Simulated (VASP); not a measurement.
Runs of VASP 6.6.1 on Sr4O3. The structure is that of space group P-43m (No. 215), or close to it. The cells are those of the table. 

| task | cell | k mesh | cutoff (eV) | smearing | k mesh for the DOS | occupations for the DOS | gap on the mesh (eV) | pressure (GPa) | relaxed volume (Å³/atom) | largest force (eV/Å) |
| --- | --- | --- | --- | --- | --- | --- | --- | --- | --- | --- |
| single point | a = 5.724, b = 5.717, c = 5.700 Å, 7 atoms | 2 × 2 × 2 | 520 | gaussian 0.1 eV | - | - | 0.39 | 0.3 | - | 0.04 |
| single point | a = 5.721 Å, 7 atoms | 6 × 6 × 6 | 520 | gaussian 0.02 eV | - | - | 0.43 | 0.3 | - | 0.04 |
| single point | a = 5.721 Å, 7 atoms | 2 × 2 × 2 | 520 | gaussian 0.1 eV | - | - | 0.32 | 0.4 | - | 0.21 |
| single point | a = 5.408 Å, 7 atoms | 4 × 4 × 4 | 520 | gaussian 0.1 eV | - | - | 0.32 | 6.7 | - | (a) |
| relaxation of cell and atoms | relaxed from a = 5.714 Å, 7 atoms | 6 × 6 × 6 | 600 | gaussian 0.02 eV | - | - | 0.44 | 0.0 | 26.86 | 0.01 |
| relaxation of cell and atoms | relaxed from a = 5.408 Å, 7 atoms | 4 × 4 × 4 | 600 | gaussian 0.1 eV | - | - | 0.43 | 0.0 | (b) | 0.01 |
| single point | a = 5.714 Å, 7 atoms | 4 × 4 × 4 | 520 | gaussian 0.1 eV | - | - | 0.43 | 0.4 | - | 0.04 |

Alike in all rows: level PBE; potentials or basis VASP PAW PBE potentials, release 64 (Sr_sv, O); no spin polarisation.

Estimate the missing entries.

(a) 3.84; (b) 26.87.

Caveats: some runs use coarse meshes; forces of over 1 eV/Å act on the atoms, so gaps and moduli don't describe the material at rest (some runs); the volume moved by over 15 % at a fixed basis, so the end points are rough (some runs).

A k mesh can miss the band edges, and the runs leave out spin-orbit coupling on Sr.
